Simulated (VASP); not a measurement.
Set up this calculation in VASP 6.6.1, as the native input.

- Task: single point
- Functional: PBE
- Dispersion: D3(BJ)
- Potentials or basis: VASP PAW PBE potentials, release 64 (Si, Ti_sv)
- Cutoff: 520 eV
- k mesh: 2 × 2 × 2
- Occupations: fermi-dirac, width 0.02 eV
- Spin: no spin polarisation
- Dipole correction: no
- Further INCAR settings: LREAL = Auto; ALGO = Normal; EDIFF = 1e-06; NBANDS = 52

The structure of TiSi16 (a cell with a defect) lies in POSCAR:

```
TiSi16
1.0
    0.0000000000      5.4300000000      5.4300000000
    5.4300000000      0.0000000000      5.4300000000
    5.4300000000      5.4300000000      0.0000000000
Si Ti
16 1
Direct
    0.0053364641     -0.0313775322      0.0146497238
    0.1496941068      0.1131937385      0.1243760589
    0.0064330571     -0.0006700737      0.4953391344
    0.1191518416      0.1119450276      0.6436776243
    0.0053185083      0.5118361878      0.0146485267
    0.1019445672      0.6083585635      0.1817664825
   -0.0232914365      0.4832026703      0.5573118785
    0.1191494475      0.6256558932      0.6436748619
    0.5099216390      0.0165965930     -0.0427065378
    0.6066932781      0.1132665746      0.1241282689
    0.4928171271     -0.0005972376      0.4951195212
    0.6351453959      0.1417365562      0.5817914365
    0.4621650092      0.5119073665      0.0144000000
    0.6066745856      0.6563228361      0.1241296501
    0.4928147330      0.5130740331      0.4951182320
    0.6054941989      0.6257290055      0.6434555249
    0.8059927256      0.3125358195      0.0693534991
```

One way to write it, as run:

INCAR

```
SYSTEM = TiSi16
PREC     = Accurate       ! precision mode
ENCUT    = 520            ! plane-wave cutoff, eV
EDIFF    = 1E-6           ! SCF threshold, eV
ISMEAR   = -1             ! smearing method
SIGMA    = 0.02           ! smearing width, eV
LREAL    = Auto         
LASPH    = .True.         ! aspherical terms in the spheres
NELM     = 80             ! most SCF steps
ALGO     = Normal         ! electronic algorithm
ISIF     = 2              ! what is computed and relaxed
LWAVE    = .False.        ! write WAVECAR
LCHARG   = .True.         ! write CHGCAR
GGA      = PE             ! functional
IVDW     = 12             ! dispersion correction
LELF     = .True.         ! ELF
LVHAR    = .True.       
NBANDS   = 52             ! bands
```

KPOINTS

```
Automatic mesh
0
Gamma
  2 2 2
  0 0 0
```

Potentials or basis: VASP PAW PBE potentials, release 64 (Si, Ti_sv).

The run is started by

```console
$ cat potpaw_PBE.64/Si/POTCAR potpaw_PBE.64/Ti_sv/POTCAR > POTCAR
$ mpirun -np 1 vasp_std > vasp.out
```

Results of the run:

| Property | Result |
| --- | --- |
| Pressure | 2.8 GPa |
| Largest force | 0.040 eV/Å |
| Band gap on the k mesh | zero (band 38 reaches 6.91 eV, above the bottom of band 39 at 6.72 eV) |
| Dispersion energy per atom | -0.343 eV |

Caveat: the k points lie up to 0.50 Å⁻¹ apart.

Wall time 4.6 min on 1 thread of AMD EPYC 9R45 96-Core Processor (Zen 5) (shared host), peak memory 0.45 GiB.
